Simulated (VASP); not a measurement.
# Pb (P6_3/mmc) in VASP: further runs

The runs below take Pb through single point, with PBEsol.

Program: VASP 6.6.1. These are calculated values, not measurements. Logs are shortened: lines on timing, memory, paths and dates and some standing lists are left out, and cuts for length are marked.

## 1. The cell of the first run

The structure is hexagonal, space group P6_3/mmc (No. 194). Conventional cell: a = 3.491 Å, b = 3.491 Å, c = 11.333 Å, α = 90.00°, β = 90.00°, γ = 120.00°. Within 4.6 Å of Pb (site symmetry -3m) lie 12 Pb at 3.48 to 3.49 Å. Pb (site symmetry -6m2) has 12 Pb at 3.48 to 3.49 Å within 4.6 Å.

This isn't the form of Pb at room conditions, which is fcc.

## 2. Single point, PBEsol

File INCAR:

```
PREC = Accurate
ENCUT = 520
EDIFF = 1E-6
ISMEAR = -1
SIGMA = 0.1
LREAL = False
LASPH = True
NELM = 80
ALGO = Normal
ISIF = 2
LWAVE = False
LCHARG = False
GGA = PS
NBANDS = 36
```

File KPOINTS:

```
regular mesh
0
Gamma
  10 10 3
```

File POSCAR:

```
Pb
1.0
    3.4913698385      0.0000000000      0.0000000000
   -1.7456849193      3.0236149742      0.0000000000
    0.0000000000      0.0000000000     11.3330246652
Pb
4
Direct
    1.0000000000      1.0000000000      0.0000000000
    1.0000000000      1.0000000000      0.5000000000
    0.3333333333      0.6666666667      0.2500000000
    0.6666666667      0.3333333333      0.7500000000
```

Potentials or basis: VASP PAW PBE potentials, release 64 (Pb_d).

Command:

```bash
cat potpaw_PBE.64/Pb_d/POTCAR > POTCAR
mpirun -np 1 vasp_std > vasp.out
```

OUTCAR:

```text
PREC = Accurate
   ENCUT = 520
   EDIFF = 1E-6
   ISMEAR = -1
   LREAL = False
   LASPH = True
   NELM = 80
   ISIF = 2
   GGA = PS

 ion  position               nearest neighbor table
   1  0.000  0.000  0.000-   3 3.48   4 3.48   4 3.48   3 3.48   4 3.48   3 3.48
   2  0.000  0.000  0.500-   3 3.48   4 3.48   4 3.48   3 3.48   4 3.48   3 3.48
   3  0.333  0.667  0.250-   1 3.48   2 3.48   1 3.48   2 3.48   1 3.48   2 3.48
   4  0.667  0.333  0.750-   1 3.48   2 3.48   1 3.48   2 3.48   1 3.48   2 3.48

  LATTYP: Found a hexagonal cell.
 ALAT       =     3.4913698385
 C/A-ratio  =     3.2460109325

  Lattice vectors:

 A1 = (   3.4913698385,   0.0000000000,   0.0000000000)
 A2 = (  -1.7456849193,   3.0236149742,   0.0000000000)
 A3 = (   0.0000000000,   0.0000000000,  11.3330246652)

Analysis of symmetry for initial positions (statically):
=====================================================================
 Subroutine PRICEL returns:
 Original cell was already a primitive cell.

 Routine SETGRP: Setting up the symmetry group for a
 hexagonal supercell.

 Subroutine GETGRP returns: Found 24 space group operations
 (whereof 12 operations were pure point group operations)
 out of a pool of 24 trial point group operations.

The static configuration has the point symmetry D_3d.
 The point group associated with its full space group is D_6h.

Analysis of symmetry for dynamics (positions and initial velocities):
=====================================================================
 Subroutine PRICEL returns:
 Original cell was already a primitive cell.

 Routine SETGRP: Setting up the symmetry group for a
 hexagonal supercell.

 Subroutine GETGRP returns: Found 24 space group operations
 (whereof 12 operations were pure point group operations)
 out of a pool of 24 trial point group operations.

The dynamic configuration has the point symmetry D_3d.
 The point group associated with its full space group is D_6h.

 Subroutine INISYM returns: Found 24 space group operations
 (whereof 12 operations are pure point group operations),
 and found     1 'primitive' translations

----------------------------------------------------------------------------------------

                                     Primitive cell

  volume of cell :     119.6377

  direct lattice vectors                    reciprocal lattice vectors
     3.491369838  0.000000000  0.000000000     0.286420530  0.165364970  0.000000000
[... 90 lines left out ...]
   EDIFF  = 0.1E-05   stopping-criterion for ELM
   LREAL  =      F    real-space projection
   EDIFFG = 0.1E-04   stopping-criterion for IOM
   NSW    =      0    number of steps for IOM
   IBRION =     -1    ionic relax: 0-MD 1-quasi-New 2-CG
   NFREE  =      0    steps in history (QN), initial steepest desc. (CG)
   ISIF   =      2    stress and relaxation
   ISYM   =      2    0-nonsym 1-usesym 2-fastsym
   POTIM  = 0.5000    time-step for ionic-motion
   TEBEG  =    0.0;   TEEND  =   0.0 temperature during run
   PSTRESS=    0.0 pullay stress
   NELECT =      56.0000    total number of electrons
   NUPDOWN=      -1.0000    fix difference up-down
   EMIN   =  10.00;   EMAX   =-10.00  energy-range for DOS
   EFERMI =   0.00;   METHOD = LEGACY
   ISMEAR =    -1;   SIGMA  =   0.10  broadening in eV -4-tet -1-fermi 0-gaus
   EFERMI_NEDOS =   21; number of points for ismear=-14 and -15
   IALGO  =     38    algorithm
   IMIX   =      4    mixing-type and parameters
     AMIX     =   0.40;   BMIX     =  1.00
     AMIX_MAG =   1.60;   BMIX_MAG =  1.00
  volume/ion in A,a.u.               =      29.91       201.84
  Fermi-wavevector in a.u.,A,eV,Ry     =   1.271105  2.402040 21.983043  1.615708
  Thomas-Fermi vector in A             =   2.404056
   LORBIT       =      0    0 simple, 1 ext, 2 COOP (PROOUT), +10 PAW based schemes
   GGA     = PS    functional components
   LHFCALC =     F    Hartree Fock is set to
   AEXX    =    0.0000 exact exchange contribution
   IVDW    =     0    specifies the selected vdW correction
   LEPSILON=     F    determine dielectric tensor
   LRPA    =     F    only Hartree local field effects (RPA)
 non-spin polarized calculation
  energy-cutoff  :      520.00
  volume of cell :      119.64
 maximum number of plane-waves:      3271
 NGX is ok and might be reduce to    28
   NGX = 13   NGY = 13   NGZ = 43

 number of electron      56.0000012 magnetization

 Free energy of the ion-electron system (eV)
  ---------------------------------------------------
  ext. energy  EPLUGINS =         0.00000000
  ---------------------------------------------------
  free energy    TOTEN  =       -15.99438202 eV

  energy without entropy =      -15.91768369  energy(sigma->0) =      -15.95603285

 E-fermi :   7.2337     XC(G=0): -10.4090

 val. band max:        7.2124719549   @ k =   0.5000   0.0000   0.0000
 cond. band min:       7.3209834699   @ k =   0.2000   0.1000   0.3333
 fundamental gap:      0.1085115150
 Fermi energy:         7.2336838670

 k-point     1 :       0.0000    0.0000    0.0000
  band No.  band energies     occupation
      1      -9.7853      2.00000
      2      -9.7640      2.00000
      3      -9.7537      2.00000
      4      -9.7473      2.00000
      5      -9.7435      2.00000
      6      -9.7435      2.00000
[... 925 lines left out ...]
     35      11.0482      0.00000
     36      11.8104      0.00000

 [... further k-points ...]

------------------------ aborting loop because EDIFF is reached ----------------------------------------

  FORCE on cell =-STRESS in cart. coord.  units (eV):
  Direction    XX          YY          ZZ          XY          YZ          ZX
  --------------------------------------------------------------------------------------
  -------------------------------------------------------------------------------------
  Total       -0.0376945     -0.0376945     -0.0850799      0.0000000      0.0000000      0.0000000
  in kB       -0.5048012     -0.5048012     -1.1393821      0.0000000      0.0000000      0.0000000
  external PRESSURE =      -0.7163282 kB  Pullay stress =       0.0000000 kB

 VOLUME and BASIS-vectors are now :
 -----------------------------------------------------------------------------
  energy-cutoff  :      520.00
  volume of cell :      119.64
      direct lattice vectors                 reciprocal lattice vectors
     3.491369838  0.000000000  0.000000000     0.286420530  0.165364970  0.000000000
    -1.745684919  3.023614974  0.000000000     0.000000000  0.330729940  0.000000000
     0.000000000  0.000000000 11.333024665     0.000000000  0.000000000  0.088237697

 POSITION                                       TOTAL-FORCE (eV/Angst)
 -----------------------------------------------------------------------------------
      0.00000      0.00000      0.00000         0.000000      0.000000      0.000000
      0.00000      0.00000      5.66651         0.000000      0.000000      0.000000
     -0.00000      2.01574      2.83326        -0.000000      0.000000     -0.000000
      1.74568      1.00787      8.49977         0.000000     -0.000000     -0.000000
 -----------------------------------------------------------------------------------
    total drift:                                0.000000     -0.000000      0.000000

  FREE ENERGIE OF THE ION-ELECTRON SYSTEM (eV)
  ---------------------------------------------------
  free  energy   TOTEN  =       -15.9943820188 eV

  energy  without entropy=      -15.9176836903  energy(sigma->0) =      -15.95603285
```

Wall time 2.6 min (1 thread of Intel Xeon 8259CL, shared host); peak memory 0.29 GiB.

Results:

```
Free energy            : -15.9944 eV
Pressure               : -0.1 GPa
Band gap on the k mesh : zero (bands 28 and 29 overlap by 7.20 eV)
```

Levels at points of the mesh, in eV from the Fermi level:
```csv
k point,band 24,band 25,band 26,band 27,band 28,band 29,band 30,band 31,band 32,band 33
"(0.00, 0.00, 0.00)",-8.08,-4.26,0.85,0.85,5.59,5.59,6.42,6.42,6.46,6.46
"(0.50, 0.00, 0.00)",-6.88,-4.10,-3.78,-2.32,-1.80,-0.02,0.82,2.02,3.42,3.44
```

Caveat: the PAW data sets were made with another functional, which shifts forces and pressure a little; spin-orbit coupling is left out, which moves the levels of the heavy elements.

## 3. Single point, PBEsol (26.32 Å³/atom)

This run uses another cell than the first one, of 26.32 Å³/atom.

File INCAR:

```
ALGO = Normal ; EDIFF = 1E-7
ENCUT = 520 ; GGA = PS
ISIF = 2 ; ISMEAR = -1
LASPH = T ; LCHARG = F
LREAL = F ; LWAVE = F
NBANDS = 36 ; NELM = 100
PREC = Accurate ; SIGMA = 0.1
```

File KPOINTS:

```
k-points
0
Gamma
  12 12 4
```

File POSCAR:

```
Pb
1.0
    3.3457237546      0.0000000000      0.0000000000
   -1.6728618773      2.8974817655      0.0000000000
    0.0000000000      0.0000000000     10.8602558843
Pb
4
Direct
    1.0000000000      1.0000000000      0.0000000000
    1.0000000000      1.0000000000      0.5000000000
    0.3333333333      0.6666666667      0.2500000000
    0.6666666667      0.3333333333      0.7500000000
```

Potentials or basis: VASP PAW PBE potentials, release 64 (Pb_d).

Command:

```bash
cat potpaw_PBE.64/Pb_d/POTCAR > POTCAR
mpirun -np 1 vasp_std > vasp.out
```

Wall time 5.4 min (1 thread of Intel Xeon 8259CL, shared host); peak memory 0.33 GiB.

Results (log left out):

| Property | Result |
| --- | --- |
| Free energy | -15.6584 eV |
| Pressure | 8.4 GPa |
| Band gap on the k mesh | zero (bands 28 and 29 overlap by 8.90 eV) |

Stress tensor (GPa, compression positive):
```
8.18 0.00 0.00
0.00 8.18 0.00
0.00 0.00 8.97
```

Levels at points of the mesh, in eV from the Fermi level:
```tsv
k point	band 24	band 25	band 26	band 27	band 28	band 29	band 30	band 31	band 32	band 33
(0.00, 0.00, 0.00)	-8.24	-4.98	1.05	1.05	6.28	6.28	7.27	7.27	7.29	7.29
(0.50, 0.00, 0.00)	-6.86	-4.79	-4.44	-2.54	-2.02	-0.17	0.83	2.10	3.74	3.75
(0.00, 0.00, 0.50)	-9.70	-2.80	-2.80	5.47	5.47	6.56	6.56	6.56	6.56	8.08
(0.50, 0.00, 0.50)	-7.29	-4.00	-4.00	-3.25	-3.25	1.50	1.50	2.54	2.54	3.26
```

Caveat: the cell stands under pressure; the PAW data sets were made with another functional, which shifts forces and pressure a little; spin-orbit coupling is left out, which moves the levels of the heavy elements.

The gap in the log of VASP goes by the Fermi energy; the results here count the filled bands.